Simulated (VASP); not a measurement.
# CuO (Cc) in VASP: further runs

The runs below take CuO through single point, with PBE.

All numbers are computed with VASP 6.6.1; they aren't measurements. Logs are shortened: lines on timing, memory, paths and dates and some standing lists are left out, and cuts for length are marked.

### 1 The cell of the first run

Symmetry: Cc, No. 9, monoclinic system. The conventional cell has a = 4.689 Å, b = 3.427 Å, c = 5.132 Å, α = 90.00°, β = 99.65°, γ = 90.00°. Cu (site symmetry 1) has 4 O at 1.91 to 2.02 Å within 2.5 Å. O (site symmetry 1) has 4 Cu at 1.91 to 2.02 Å within 2.5 Å.

### 2 Single point, PBE, collinear spin, ferromagnetic start

INCAR reads:

```
SYSTEM = CuO
ALGO = Normal
EDIFF = 1E-7
ENCUT = 520
GGA = PE
ISIF = 2
ISMEAR = -1
ISPIN = 2
LASPH = .True.
LCHARG = .True.
LELF = .True.
LMAXMIX = 4
LORBIT = 11
LREAL = .False.
LVHAR = .True.
LWAVE = .False.
MAGMOM = 0.15 0.15 0 0
NBANDS = 29
NELM = 150
NUPDOWN = 0.3
PREC = Accurate
SIGMA = 0.03
```

KPOINTS reads:

```
k-points
0
Gamma
  7 7 4
  0 0 0
```

POSCAR reads:

```
CuO
1.0
    2.3446500000     -1.7134000000      0.0000000000
    2.3446500000      1.7134000000      0.0000000000
   -0.8605500000      0.0000000000      5.0594400000
Cu O
2 2
Direct
    0.0032000000      0.4968000000      0.0000000000
    0.4968000000      0.0032000000      0.5000000000
    0.5714000000      0.4056000000      0.2537000000
    0.4056000000      0.5714000000      0.7537000000
```

Potentials or basis: VASP PAW PBE potentials, release 64 (Cu, O).

Run with:

```console
$ cat potpaw_PBE.64/Cu/POTCAR potpaw_PBE.64/O/POTCAR > POTCAR
$ mpirun -np 1 vasp_std > vasp.out
```

OUTCAR:

```text
SYSTEM = CuO
   EDIFF = 1E-7
   ENCUT = 520
   GGA = PE
   ISIF = 2
   ISMEAR = -1
   ISPIN = 2
   LASPH = .True.
   LORBIT = 11
   LREAL = .False.
   NELM = 150
   NUPDOWN = 0.3
   PREC = Accurate

 ion  position               nearest neighbor table
   1  0.003  0.497  0.000-   4 1.91   3 1.93   4 1.98   3 2.02
   2  0.497  0.003  0.500-   3 1.91   4 1.93   3 1.98   4 2.02
   3  0.571  0.406  0.254-   2 1.91   1 1.93   2 1.98   1 2.02
   4  0.406  0.571  0.754-   1 1.91   2 1.93   1 1.98   2 2.02

  LATTYP: Found a base centered monoclinic cell.
 ALAT       =     4.6893000000
 B/A-ratio  =     0.7307700510
 C/A-ratio  =     1.0944283424
 COS(beta)  =    -0.1676798048

  Lattice vectors:

 A1 = (   2.3446500000,  -1.7134000000,   0.0000000000)
 A2 = (   2.3446500000,   1.7134000000,   0.0000000000)
 A3 = (  -0.8605500000,   0.0000000000,   5.0594400000)

Analysis of symmetry for initial positions (statically):
=====================================================================
 Subroutine PRICEL returns:
 Original cell was already a primitive cell.

 Routine SETGRP: Setting up the symmetry group for a
 base centered monoclinic supercell.

 Subroutine GETGRP returns: Found  2 space group operations
 (whereof  1 operations were pure point group operations)
 out of a pool of  4 trial point group operations.

The static configuration has the point symmetry C_1 .
 The point group associated with its full space group is C_1h.

Analysis of symmetry for dynamics (positions and initial velocities):
=====================================================================
 Subroutine PRICEL returns:
 Original cell was already a primitive cell.

 Routine SETGRP: Setting up the symmetry group for a
 base centered monoclinic supercell.

 Subroutine GETGRP returns: Found  2 space group operations
 (whereof  1 operations were pure point group operations)
 out of a pool of  4 trial point group operations.

The dynamic configuration has the point symmetry C_1 .
 The point group associated with its full space group is C_1h.

Analysis of structural, dynamic, and magnetic symmetry:
=====================================================================
 Subroutine PRICEL returns:
 Original cell was already a primitive cell.

 Routine SETGRP: Setting up the symmetry group for a
 base centered monoclinic supercell.

 Subroutine GETGRP returns: Found  2 space group operations
 (whereof  1 operations were pure point group operations)
 out of a pool of  4 trial point group operations.

The overall configuration has the point symmetry C_1 .
 The point group associated with its full space group is C_1h.

 Subroutine INISYM returns: Found  2 space group operations
 (whereof  1 operations are pure point group operations),
 and found     1 'primitive' translations

----------------------------------------------------------------------------------------

                                     Primitive cell

  volume of cell :      40.6508

  direct lattice vectors                    reciprocal lattice vectors
     2.344650000 -1.713400000  0.000000000     0.213251445 -0.291817439  0.036271510
     2.344650000  1.713400000  0.000000000     0.213251445  0.291817439  0.036271510
    -0.860550000  0.000000000  5.059440000     0.000000000  0.000000000  0.197650333

  length of vectors
     2.903984019  2.903984019  5.132102826     0.363248151  0.363248151  0.197650333

  position of ions in fractional coordinates (direct lattice)
     0.003200000  0.496800000  0.000000000
     0.496800000  0.003200000  0.500000000
     0.571400000  0.405600000  0.253700000
     0.405600000  0.571400000  0.753700000

  ion indices of the primitive-cell ions
   primitive index   ion index
                 1           1
                 2           2
                 3           3
                 4           4

----------------------------------------------------------------------------------------

 KPOINTS: k-points

Automatic generation of k-mesh.
 Grid dimensions read from file:
 generate k-points for:    7    7    4

 Generating k-lattice:

  Cartesian coordinates                     Fractional coordinates (reciprocal lattice)
     0.030464492 -0.041688206  0.005181644     0.142857143 -0.000000000  0.000000000
     0.030464492  0.041688206  0.005181644    -0.000000000  0.142857143  0.000000000
     0.000000000  0.000000000  0.049412583     0.000000000  0.000000000  0.250000000

  Length of vectors
     0.051892593  0.051892593  0.049412583

  Shift w.r.t. Gamma in fractional coordinates (k-lattice)
     0.000000000  0.000000000  0.000000000

 Subroutine IBZKPT returns following result:
 ===========================================

 Found     60 irreducible k-points:

 Following reciprocal coordinates:
            Coordinates               Weight
  0.000000  0.000000  0.000000      1.000000
  0.142857  0.000000 -0.000000      4.000000
  0.285714  0.000000 -0.000000      4.000000
  0.428571  0.000000  0.000000      4.000000
  0.142857  0.142857 -0.000000      2.000000
  0.285714  0.142857  0.000000      4.000000
[... 16 lines left out ...]
 -0.142857  0.000000  0.250000      4.000000
  0.142857  0.142857  0.250000      2.000000
 [... further k-points ...]
   k-points           NKPTS =     60   k-points in BZ     NKDIM =     60   number of bands    NBANDS=     29
   number of dos      NEDOS =    301   number of ions     NIONS =      4
   total plane-waves  NPLWV =  23040
   dimension x,y,z NGX =    24 NGY =   24 NGZ =   40
   dimension x,y,z NGXF=    48 NGYF=   48 NGZF=   80
   ions per type =               2   2
   NGX,Y,Z   is equivalent  to a cutoff of  13.74, 13.74, 12.96 a.u.
   NGXF,Y,Z  is equivalent  to a cutoff of  27.48, 27.48, 25.91 a.u.
 SYSTEM =  CuO
   PREC   = accura    normal or accurate (medium, high low for compatibility)
   ISTART =      0    job   : 0-new  1-cont  2-samecut
   ICHARG =      2    charge: 1-file 2-atom 10-const
   ISPIN  =      2    spin polarized calculation?
   LNONCOLLINEAR =      F non collinear calculations
   LSORBIT =      F    spin-orbit coupling
   LASPH  =      T    aspherical Exc in radial PAW
   ENCUT  =  520.0 eV  38.22 Ry    6.18 a.u.   5.40  5.40  9.54*2*pi/ulx,y,z
   NELM   =    150;   NELMIN=  2; NELMDL= -5     # of ELM steps
   EDIFF  = 0.1E-06   stopping-criterion for ELM
   LREAL  =      F    real-space projection
   EDIFFG = 0.1E-05   stopping-criterion for IOM
   NSW    =      0    number of steps for IOM
   IBRION =     -1    ionic relax: 0-MD 1-quasi-New 2-CG
   NFREE  =      0    steps in history (QN), initial steepest desc. (CG)
   ISIF   =      2    stress and relaxation
   ISYM   =      2    0-nonsym 1-usesym 2-fastsym
   POTIM  = 0.5000    time-step for ionic-motion
   TEBEG  =    0.0;   TEEND  =   0.0 temperature during run
   PSTRESS=    0.0 pullay stress
   NELECT =      34.0000    total number of electrons
   NUPDOWN=       0.3000    fix difference up-down
   EMIN   =  10.00;   EMAX   =-10.00  energy-range for DOS
   EFERMI =   0.00;   METHOD = LEGACY
   ISMEAR =    -1;   SIGMA  =   0.03  broadening in eV -4-tet -1-fermi 0-gaus
   EFERMI_NEDOS =   21; number of points for ismear=-14 and -15
   IALGO  =     38    algorithm
   IMIX   =      4    mixing-type and parameters
     AMIX     =   0.40;   BMIX     =  1.00
     AMIX_MAG =   1.60;   BMIX_MAG =  1.00
  volume/ion in A,a.u.               =      10.16        68.58
  Fermi-wavevector in a.u.,A,eV,Ry     =   1.542451  2.914810 32.370373  2.379155
  Thomas-Fermi vector in A             =   2.648254
   LORBIT       =     11    0 simple, 1 ext, 2 COOP (PROOUT), +10 PAW based schemes
   GGA     = PE    functional components
   LHFCALC =     F    Hartree Fock is set to
   AEXX    =    0.0000 exact exchange contribution
   IVDW    =     0    specifies the selected vdW correction
   LEPSILON=     F    determine dielectric tensor
   LRPA    =     F    only Hartree local field effects (RPA)
 spin polarized calculation
  energy-cutoff  :      520.00
  volume of cell :       40.65
 maximum number of plane-waves:      1129
 NGX is ok and might be reduce to    24
   NGX = 11   NGY = 11   NGZ = 19

 number of electron      33.9999999 magnetization       0.3000000

 Free energy of the ion-electron system (eV)
  ---------------------------------------------------
  ext. energy  EPLUGINS =         0.00000000
  ---------------------------------------------------
  free energy    TOTEN  =       -19.47806913 eV

  energy without entropy =      -19.47338866  energy(sigma->0) =      -19.47572890

 E-fermi :   5.6336     XC(G=0): -11.8986

 val. band max:        5.7241113232   @ k =   0.4286   0.1429   0.2500
 cond. band min:       5.6832939149   @ k =  -0.2857  -0.0000   0.2500
 fundamental gap:     -0.0408174083
 Fermi energy:         5.7409807700

 spin component 1

 k-point     1 :       0.0000    0.0000    0.0000
  band No.  band energies     occupation
      1     -14.2630      1.00000
      2     -12.9539      1.00000
      3      -2.4643      1.00000
      4       0.0819      1.00000
      5       0.4401      1.00000
      6       2.2610      1.00000
[... 21 lines left out ...]
     28      24.3276      0.00000
     29      26.1940      0.00000

 k-point     2 :       0.1429    0.0000   -0.0000
  band No.  band energies     occupation
      1     -14.1302      1.00000
      2     -12.9118      1.00000
      3      -2.2478      1.00000
      4       0.0453      1.00000
      5       0.3942      1.00000
      6       1.0897      1.00000
[... 21 lines left out ...]
     28      24.3830      0.00000
     29      26.6480      0.00000

 k-point     3 :       0.2857    0.0000   -0.0000
  band No.  band energies     occupation
      1     -13.8112      1.00000
      2     -12.8156      1.00000
      3      -1.7465      1.00000
      4      -0.4559      1.00000
      5      -0.0504      1.00000
      6       0.4144      1.00000
[... 638 lines left out ...]
      5       0.3802      1.00000
      6       1.1572      1.00000
[... 21 lines left out ...]
     28      25.1053      0.00000
     29      25.3657      0.00000

 k-point    24 :       0.1429    0.1429    0.2500
  band No.  band energies     occupation
      1     -13.8661      1.00000
      2     -13.1385      1.00000
      3      -1.6123      1.00000
      4       0.1984      1.00000
      5       0.2879      1.00000
      6       1.0224      1.00000
[... 21 lines left out ...]
     28      24.0167      0.00000
     29      25.8578      0.00000

 [... further k-points ...]

 spin component 2

 k-point     1 :       0.0000    0.0000    0.0000
  band No.  band energies     occupation
      1     -14.1828      1.00000
      2     -12.8636      1.00000
      3      -2.4090      1.00000
      4       0.2137      1.00000
      5       0.5770      1.00000
      6       2.3317      1.00000
[... 21 lines left out ...]
     28      24.3507      0.00000
     29      26.2084      0.00000

 k-point     2 :       0.1429    0.0000   -0.0000
  band No.  band energies     occupation
      1     -14.0489      1.00000
      2     -12.8208      1.00000
      3      -2.1904      1.00000
      4       0.1714      1.00000
      5       0.5253      1.00000
      6       1.1638      1.00000
[... 21 lines left out ...]
     28      24.3989      0.00000
     29      26.6730      0.00000

 k-point     3 :       0.2857    0.0000   -0.0000
  band No.  band energies     occupation
      1     -13.7271      1.00000
      2     -12.7230      1.00000
      3      -1.6836      1.00000
      4      -0.3991      1.00000
      5       0.0517      1.00000
      6       0.5540      1.00000
[... 638 lines left out ...]
      5       0.5178      1.00000
      6       1.2330      1.00000
[... 21 lines left out ...]
     28      25.1277      0.00000
     29      25.3803      0.00000

 k-point    24 :       0.1429    0.1429    0.2500
  band No.  band energies     occupation
      1     -13.7829      1.00000
      2     -13.0495      1.00000
      3      -1.5418      1.00000
      4       0.3176      1.00000
      5       0.4077      1.00000
      6       1.0894      1.00000
[... 21 lines left out ...]
     28      24.0272      0.00000
     29      25.8810      0.00000

 [... further k-points ...]

------------------------ aborting loop because EDIFF is reached ----------------------------------------

  FORCE on cell =-STRESS in cart. coord.  units (eV):
  Direction    XX          YY          ZZ          XY          YZ          ZX
  --------------------------------------------------------------------------------------
  -------------------------------------------------------------------------------------
  Total        1.5989226      1.7602529      1.4954454      0.0000000      0.0000000     -0.4382151
  in kB       63.0186053     69.3771437     58.9402433      0.0000000      0.0000000    -17.2714452
  external PRESSURE =      63.7786641 kB  Pullay stress =       0.0000000 kB

 VOLUME and BASIS-vectors are now :
 -----------------------------------------------------------------------------
  energy-cutoff  :      520.00
  volume of cell :       40.65
      direct lattice vectors                 reciprocal lattice vectors
     2.344650000 -1.713400000  0.000000000     0.213251445 -0.291817439  0.036271510
     2.344650000  1.713400000  0.000000000     0.213251445  0.291817439  0.036271510
    -0.860550000  0.000000000  5.059440000     0.000000000  0.000000000  0.197650333

 POSITION                                       TOTAL-FORCE (eV/Angst)
 -----------------------------------------------------------------------------------
      1.17233      0.84573      0.00000        -0.656589      0.361822      0.256571
      0.74205     -0.84573      2.52972        -0.656589     -0.361822      0.256571
      2.07240     -0.28408      1.28358         0.656589      0.276999     -0.256571
      1.64213      0.28408      3.81330         0.656589     -0.276999     -0.256571
 -----------------------------------------------------------------------------------
    total drift:                               -0.000093      0.000000     -0.000552

  FREE ENERGIE OF THE ION-ELECTRON SYSTEM (eV)
  ---------------------------------------------------
  free  energy   TOTEN  =       -19.4780691344 eV

  energy  without entropy=      -19.4733886572  energy(sigma->0) =      -19.47572890

 total charge

# of ion       s       p       d       tot
------------------------------------------
    1        0.380   0.387   9.142   9.908
    2        0.380   0.387   9.142   9.908
    3        1.577   3.385   0.000   4.961
    4        1.577   3.385   0.000   4.961
--------------------------------------------------
tot          3.913   7.542  18.283  29.739

 magnetization (x)

# of ion       s       p       d       tot
------------------------------------------
    1       -0.001   0.001   0.094   0.094
    2       -0.001   0.001   0.094   0.094
    3        0.003   0.047   0.000   0.050
    4        0.003   0.047   0.000   0.050
--------------------------------------------------
tot          0.004   0.096   0.188   0.288
```

It took 1.9 min on 1 thread of Intel Xeon 6975P-C, shared host; peak memory 0.24 GiB.

Results:

```yaml
Free_energy: -19.4781 eV
Pressure: 6.4 GPa
Largest_force: 0.792 eV/Å
Net_moment: 0.30 μB per cell
Site_moments: Cu +0.09; O +0.05 μB
Valence_electrons_inside_the_program's_atomic_spheres: Cu 9.91; O 4.96
```

Forces in eV/Å, atoms in the order of the input:
```
Cu  -0.657  0.362  0.257
Cu  -0.657 -0.362  0.257
O    0.657  0.277 -0.257
O    0.657 -0.277 -0.257
```

Caveat: the total moment is fixed, so each spin has its own Fermi level.

(Continued in part 2 of 2.)
